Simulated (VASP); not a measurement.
# TaN (P-6m2) in VASP: single point with PBEsol

Aim: the single point of TaN with PBEsol.

All numbers are computed with VASP 6.6.1; they aren't measurements. Logs are shortened: lines on timing, memory, paths and dates and some standing lists are left out, and cuts for length are marked.

## Step 1: The cell of the first run

Symmetry: P-6m2, No. 187, hexagonal system. The conventional cell has a = 3.041 Å, b = 3.041 Å, c = 2.641 Å, α = 90.00°, β = 90.00°, γ = 120.00°. Within 2.9 Å of Ta (site symmetry -6m2) lie 6 N at 2.20 Å and 2 Ta at 2.64 Å. N (site symmetry -6m2) has 6 Ta at 2.20 Å and 2 N at 2.64 Å within 2.9 Å.

## Step 2: Single point, PBEsol (strain +0.040 along x and y, -0.080 along z)

File INCAR:

```
PREC = Accurate
ENCUT = 600
EDIFF = 1E-6
ISMEAR = 0
SIGMA = 0.15
LREAL = F
LASPH = T
NELM = 120
ALGO = Normal
ISIF = 2
LWAVE = F
LCHARG = T
GGA = PS
LELF = T
LVHAR = T
NBANDS = 16
GGA_COMPAT = F
```

File KPOINTS:

```
Automatic mesh
0
Gamma
  24 24 20
```

File POSCAR:

```
TaN
1.0
    3.0409486065      0.0000000000      0.0000000000
   -1.5204743033      2.6335387449      0.0000000000
    0.0000000000      0.0000000000      2.6410694312
Ta N
1 1
Direct
    0.3333333333      0.6666666667      0.5000000000
    0.0000000000      0.0000000000      0.0000000000
```

Potentials or basis: VASP PAW PBE potentials, release 64 (Ta_sv_GW, N).

Run with:

```console
$ cat potpaw_PBE.64/Ta_sv_GW/POTCAR potpaw_PBE.64/N/POTCAR > POTCAR
$ mpirun -np 1 vasp_std > vasp.out
```

OUTCAR:

```text
PREC = Accurate
   ENCUT = 600
   EDIFF = 1E-6
   ISMEAR = 0
   LREAL = F
   LASPH = T
   NELM = 120
   ISIF = 2
   GGA = PS

 ion  position               nearest neighbor table
   1  0.333  0.667  0.500-   2 2.20   2 2.20   2 2.20   2 2.20   2 2.20   2 2.20
   2  0.000  0.000  0.000-   1 2.20   1 2.20   1 2.20   1 2.20   1 2.20   1 2.20

  LATTYP: Found a hexagonal cell.
 ALAT       =     3.0409486065
 C/A-ratio  =     0.8685018305

  Lattice vectors:

 A1 = (   3.0409486065,   0.0000000000,   0.0000000000)
 A2 = (  -1.5204743033,   2.6335387449,   0.0000000000)
 A3 = (   0.0000000000,   0.0000000000,   2.6410694312)

Analysis of symmetry for initial positions (statically):
=====================================================================
 Subroutine PRICEL returns:
 Original cell was already a primitive cell.

 Routine SETGRP: Setting up the symmetry group for a
 hexagonal supercell.

 Subroutine GETGRP returns: Found 12 space group operations
 (whereof 12 operations were pure point group operations)
 out of a pool of 24 trial point group operations.

The static configuration has the point symmetry D_3h.

Analysis of symmetry for dynamics (positions and initial velocities):
=====================================================================
 Subroutine PRICEL returns:
 Original cell was already a primitive cell.

 Routine SETGRP: Setting up the symmetry group for a
 hexagonal supercell.

 Subroutine GETGRP returns: Found 12 space group operations
 (whereof 12 operations were pure point group operations)
 out of a pool of 24 trial point group operations.

The dynamic configuration has the point symmetry D_3h.

 Subroutine INISYM returns: Found 12 space group operations
 (whereof 12 operations are pure point group operations),
 and found     1 'primitive' translations

----------------------------------------------------------------------------------------

                                     Primitive cell

  volume of cell :      21.1509

  direct lattice vectors                    reciprocal lattice vectors
     3.040948607  0.000000000  0.000000000     0.328844755  0.189858608  0.000000000
    -1.520474303  2.633538745  0.000000000     0.000000000  0.379717216  0.000000000
     0.000000000  0.000000000  2.641069431     0.000000000  0.000000000  0.378634499

  length of vectors
     3.040948607  3.040948607  2.641069431     0.379717216  0.379717216  0.378634499

  position of ions in fractional coordinates (direct lattice)
     0.333333333  0.666666667  0.500000000
     0.000000000  0.000000000  0.000000000

  ion indices of the primitive-cell ions
   primitive index   ion index
                 1           1
                 2           2

----------------------------------------------------------------------------------------

 KPOINTS: Automatic mesh

Automatic generation of k-mesh.
 Grid dimensions read from file:
 generate k-points for:   24   24   20

 Generating k-lattice:

  Cartesian coordinates                     Fractional coordinates (reciprocal lattice)
     0.013701865  0.007910775  0.000000000     0.041666667 -0.000000000  0.000000000
     0.000000000  0.015821551  0.000000000     0.000000000  0.041666667  0.000000000
     0.000000000  0.000000000  0.018931725     0.000000000  0.000000000  0.050000000

  Length of vectors
     0.015821551  0.015821551  0.018931725

  Shift w.r.t. Gamma in fractional coordinates (k-lattice)
     0.000000000  0.000000000  0.000000000

 Subroutine IBZKPT returns following result:
 ===========================================

 Found    671 irreducible k-points:

 Following reciprocal coordinates:
            Coordinates               Weight
  0.000000  0.000000  0.000000      1.000000
  0.041667 -0.000000  0.000000      6.000000
  0.083333  0.000000  0.000000      6.000000
  0.125000  0.000000  0.000000      6.000000
  0.166667  0.000000  0.000000      6.000000
  0.208333  0.000000  0.000000      6.000000
[... 16 lines left out ...]
  0.416667  0.041667  0.000000     12.000000
  0.458333  0.041667  0.000000     12.000000
 [... further k-points ...]
   k-points           NKPTS =    671   k-points in BZ     NKDIM =    671   number of bands    NBANDS=     16
   number of dos      NEDOS =    301   number of ions     NIONS =      2
   total plane-waves  NPLWV =  13824
   dimension x,y,z NGX =    24 NGY =   24 NGZ =   24
   dimension x,y,z NGXF=    48 NGYF=   48 NGZF=   48
   ions per type =               1   1
   NGX,Y,Z   is equivalent  to a cutoff of  13.12, 13.12, 15.11 a.u.
   NGXF,Y,Z  is equivalent  to a cutoff of  26.24, 26.24, 30.21 a.u.
 SYSTEM =  unknown system
   PREC   = accura    normal or accurate (medium, high low for compatibility)
   ISTART =      0    job   : 0-new  1-cont  2-samecut
   ICHARG =      2    charge: 1-file 2-atom 10-const
   ISPIN  =      1    spin polarized calculation?
   LNONCOLLINEAR =      F non collinear calculations
   LSORBIT =      F    spin-orbit coupling
   LASPH  =      T    aspherical Exc in radial PAW
   ENCUT  =  600.0 eV  44.10 Ry    6.64 a.u.   6.07  6.07  5.27*2*pi/ulx,y,z
   NELM   =    120;   NELMIN=  2; NELMDL= -5     # of ELM steps
   EDIFF  = 0.1E-05   stopping-criterion for ELM
   LREAL  =      F    real-space projection
   EDIFFG = 0.1E-04   stopping-criterion for IOM
   NSW    =      0    number of steps for IOM
   IBRION =     -1    ionic relax: 0-MD 1-quasi-New 2-CG
   NFREE  =      0    steps in history (QN), initial steepest desc. (CG)
   ISIF   =      2    stress and relaxation
   ISYM   =      2    0-nonsym 1-usesym 2-fastsym
   POTIM  = 0.5000    time-step for ionic-motion
   TEBEG  =    0.0;   TEEND  =   0.0 temperature during run
   PSTRESS=    0.0 pullay stress
   NELECT =      18.0000    total number of electrons
   NUPDOWN=      -1.0000    fix difference up-down
   EMIN   =  10.00;   EMAX   =-10.00  energy-range for DOS
   EFERMI =   0.00;   METHOD = LEGACY
   ISMEAR =     0;   SIGMA  =   0.15  broadening in eV -4-tet -1-fermi 0-gaus
   EFERMI_NEDOS =   21; number of points for ismear=-14 and -15
   IALGO  =     38    algorithm
   IMIX   =      4    mixing-type and parameters
     AMIX     =   0.40;   BMIX     =  1.00
     AMIX_MAG =   1.60;   BMIX_MAG =  1.00
  volume/ion in A,a.u.               =      10.58        71.37
  Fermi-wavevector in a.u.,A,eV,Ry     =   1.551396  2.931714 32.746923  2.406831
  Thomas-Fermi vector in A             =   2.655922
   LORBIT       =      0    0 simple, 1 ext, 2 COOP (PROOUT), +10 PAW based schemes
   GGA     = PS    functional components
   LHFCALC =     F    Hartree Fock is set to
   AEXX    =    0.0000 exact exchange contribution
   IVDW    =     0    specifies the selected vdW correction
   LEPSILON=     F    determine dielectric tensor
   LRPA    =     F    only Hartree local field effects (RPA)
 non-spin polarized calculation
 Gauss-broadening in eV      SIGMA  =   0.15
  energy-cutoff  :      600.00
  volume of cell :       21.15
 maximum number of plane-waves:       722
   NGX = 13   NGY = 13   NGZ = 11

 number of electron      18.0000002 magnetization

 Free energy of the ion-electron system (eV)
  ---------------------------------------------------
  ext. energy  EPLUGINS =         0.00000000
  ---------------------------------------------------
  free energy    TOTEN  =       -25.88116695 eV

  energy without entropy =      -25.87831842  energy(sigma->0) =      -25.87974269

 E-fermi :  12.6588     XC(G=0): -13.9484

 val. band max:       12.6511226430   @ k =   0.4583   0.0417   0.5000
 cond. band min:      12.6650144323   @ k =   0.0417  -0.0000   0.2500
 fundamental gap:      0.0138917893
 Fermi energy:        12.6587554558

 k-point     1 :       0.0000    0.0000    0.0000
  band No.  band energies     occupation
      1     -55.8335      2.00000
      2     -22.0233      2.00000
      3     -22.0233      2.00000
      4     -21.6995      2.00000
      5      -5.3706      2.00000
      6       7.0312      2.00000
[... 8 lines left out ...]
     15      26.1383      0.00000
     16      28.0980      0.00000

 k-point     2 :       0.0417   -0.0000    0.0000
  band No.  band energies     occupation
      1     -55.8328      2.00000
      2     -22.0387      2.00000
      3     -22.0265      2.00000
      4     -21.6980      2.00000
      5      -5.3359      2.00000
      6       6.9303      2.00000
[... 8 lines left out ...]
     15      26.0847      0.00000
     16      28.1604      0.00000

 k-point     3 :       0.0833    0.0000    0.0000
  band No.  band energies     occupation
      1     -55.8302      2.00000
      2     -22.0835      2.00000
      3     -22.0360      2.00000
      4     -21.6934      2.00000
      5      -5.2338      2.00000
      6       6.6644      2.00000
[... 8 lines left out ...]
     15      25.9659      0.00000
     16      28.3442      0.00000

 k-point     4 :       0.1250    0.0000    0.0000
  band No.  band energies     occupation
      1     -55.8262      2.00000
      2     -22.1539      2.00000
      3     -22.0510      2.00000
      4     -21.6860      2.00000
      5      -5.0709      2.00000
      6       6.3016      2.00000
[... 8 lines left out ...]
     15      25.8447      0.00000
     16      28.6386      0.00000

 k-point     5 :       0.1667    0.0000    0.0000
  band No.  band energies     occupation
      1     -55.8209      2.00000
      2     -22.2444      2.00000
      3     -22.0705      2.00000
      4     -21.6763      2.00000
      5      -4.8576      2.00000
      6       5.8996      2.00000
[... 8 lines left out ...]
     15      25.7572      0.00000
     16      29.0264      0.00000

 k-point     6 :       0.2083    0.0000    0.0000
  band No.  band energies     occupation
      1     -55.8148      2.00000
      2     -22.3479      2.00000
      3     -22.0931      2.00000
      4     -21.6651      2.00000
      5      -4.6077      2.00000
      6       5.4997      2.00000
[... 8 lines left out ...]
     15      25.7219      0.00000
     16      29.4829      0.00000

 k-point     7 :       0.2500    0.0000    0.0000
  band No.  band energies     occupation
      1     -55.8081      2.00000
      2     -22.4568      2.00000
      3     -22.1173      2.00000
      4     -21.6530      2.00000
      5      -4.3372      2.00000
      6       5.1291      2.00000
[... 8 lines left out ...]
     15      25.7429      0.00000
     16      29.6869      0.00000

 k-point     8 :       0.2917    0.0000    0.0000
  band No.  band energies     occupation
      1     -55.8015      2.00000
      2     -22.5637      2.00000
      3     -22.1412      2.00000
      4     -21.6409      2.00000
      5      -4.0641      2.00000
      6       4.8055      2.00000
[... 8 lines left out ...]
     15      25.7914      0.00000
     16      28.9760      0.00000

 k-point     9 :       0.3333   -0.0000    0.0000
  band No.  band energies     occupation
      1     -55.7953      2.00000
      2     -22.6615      2.00000
      3     -22.1635      2.00000
      4     -21.6296      2.00000
      5      -3.8068      2.00000
      6       4.5392      2.00000
[... 8 lines left out ...]
     15      25.7411      0.00000
     16      28.1941      0.00000
[... 172 lines left out ...]
 k-point    19 :       0.2500    0.0417    0.0000
  band No.  band energies     occupation
      1     -55.8044      2.00000
      2     -22.5130      2.00000
      3     -22.1357      2.00000
      4     -21.6462      2.00000
      5      -4.1820      2.00000
      6       4.9525      2.00000
[... 8 lines left out ...]
     15      25.7966      0.00000
     16      29.2608      0.00000

 k-point    20 :       0.2917    0.0417    0.0000
  band No.  band energies     occupation
      1     -55.7980      2.00000
      2     -22.6143      2.00000
      3     -22.1599      2.00000
      4     -21.6345      2.00000
      5      -3.9161      2.00000
      6       4.6643      2.00000
[... 8 lines left out ...]
     15      25.8296      0.00000
     16      28.5002      0.00000

 k-point    21 :       0.3333    0.0417    0.0000
  band No.  band energies     occupation
      1     -55.7922      2.00000
      2     -22.7035      2.00000
      3     -22.1814      2.00000
      4     -21.6239      2.00000
      5      -3.6751      2.00000
      6       4.4350      2.00000
[... 8 lines left out ...]
     15      25.6375      0.00000
     16      27.8901      0.00000

 k-point    22 :       0.3750    0.0417    0.0000
  band No.  band energies     occupation
      1     -55.7875      2.00000
      2     -22.7754      2.00000
      3     -22.1990      2.00000
      4     -21.6153      2.00000
      5      -3.4764      2.00000
      6       4.2668      2.00000
[... 8 lines left out ...]
     15      25.0313      0.00000
     16      27.7649      0.00000

 k-point    23 :       0.4167    0.0417    0.0000
  band No.  band energies     occupation
      1     -55.7842      2.00000
      2     -22.8257      2.00000
      3     -22.2113      2.00000
      4     -21.6092      2.00000
      5      -3.3348      2.00000
      6       4.1580      2.00000
[... 8 lines left out ...]
     15      24.2613      0.00000
     16      27.9180      0.00000

 k-point    24 :       0.4583    0.0417    0.0000
  band No.  band energies     occupation
      1     -55.7825      2.00000
      2     -22.8516      2.00000
      3     -22.2177      2.00000
      4     -21.6060      2.00000
      5      -3.2612      2.00000
      6       4.1050      2.00000
[... 8 lines left out ...]
     15      23.6908      0.00000
     16      28.0641      0.00000

 [... further k-points ...]

------------------------ aborting loop because EDIFF is reached ----------------------------------------

  FORCE on cell =-STRESS in cart. coord.  units (eV):
  Direction    XX          YY          ZZ          XY          YZ          ZX
  --------------------------------------------------------------------------------------
  -------------------------------------------------------------------------------------
  Total       -2.5910208     -2.5910208      8.8308481      0.0000000     -0.0000000      0.0000000
  in kB     -196.2695211   -196.2695211    668.9357165      0.0000000     -0.0000000      0.0000000
  external PRESSURE =      92.1322248 kB  Pullay stress =       0.0000000 kB

 VOLUME and BASIS-vectors are now :
 -----------------------------------------------------------------------------
  energy-cutoff  :      600.00
  volume of cell :       21.15
      direct lattice vectors                 reciprocal lattice vectors
     3.040948607  0.000000000  0.000000000     0.328844755  0.189858608  0.000000000
    -1.520474303  2.633538745  0.000000000     0.000000000  0.379717216  0.000000000
     0.000000000  0.000000000  2.641069431     0.000000000  0.000000000  0.378634499

 POSITION                                       TOTAL-FORCE (eV/Angst)
 -----------------------------------------------------------------------------------
     -0.00000      1.75569      1.32053        -0.000000      0.000000      0.000000
      0.00000      0.00000      0.00000         0.000000     -0.000000      0.000000
 -----------------------------------------------------------------------------------
    total drift:                                0.000000     -0.000000     -0.000000

  FREE ENERGIE OF THE ION-ELECTRON SYSTEM (eV)
  ---------------------------------------------------
  free  energy   TOTEN  =       -25.8811669505 eV

  energy  without entropy=      -25.8783184235  energy(sigma->0) =      -25.87974269
```

It took 3.4 min on 1 thread of AMD EPYC 7R13 (Zen 3), shared host; peak memory 0.37 GiB.

Results:

```yaml
Free_energy: -25.8812 eV
Pressure: 9.2 GPa
Band_gap_on_the_k_mesh: zero (bands 9 and 10 overlap by 0.62 eV)
```

Stress tensor (GPa, compression positive):
```
-19.63   0.00   0.00
  0.00 -19.63   0.00
  0.00   0.00  66.89
```

Levels at points of the mesh, in eV from the Fermi level:
| k point | band 5 | band 6 | band 7 | band 8 | band 9 | band 10 | band 11 | band 12 | band 13 | band 14 |
| --- | --- | --- | --- | --- | --- | --- | --- | --- | --- | --- |
| (0.00, 0.00, 0.00) | -18.03 | -5.63 | -5.63 | -4.35 | -2.08 | 1.43 | 4.27 | 4.27 | 4.50 | 4.50 |
| (0.50, 0.00, 0.00) | -15.92 | -8.58 | -4.06 | -3.84 | -3.77 | 2.79 | 3.75 | 4.46 | 5.99 | 8.38 |
| (0.00, 0.00, 0.50) | -14.84 | -9.45 | -4.78 | -4.78 | -0.02 | -0.02 | 2.37 | 2.37 | 3.86 | 7.89 |
| (0.50, 0.00, 0.50) | -15.92 | -7.61 | -6.61 | -6.13 | 0.05 | 3.90 | 4.74 | 6.55 | 6.63 | 11.53 |

Caveat: the cell differs from its parent crystal (strain +0.040 along x and y, -0.080 along z); the cell stands under pressure; the PAW data sets were made with another functional, which shifts forces and pressure a little; spin-orbit coupling is left out, which moves the levels of the heavy elements.
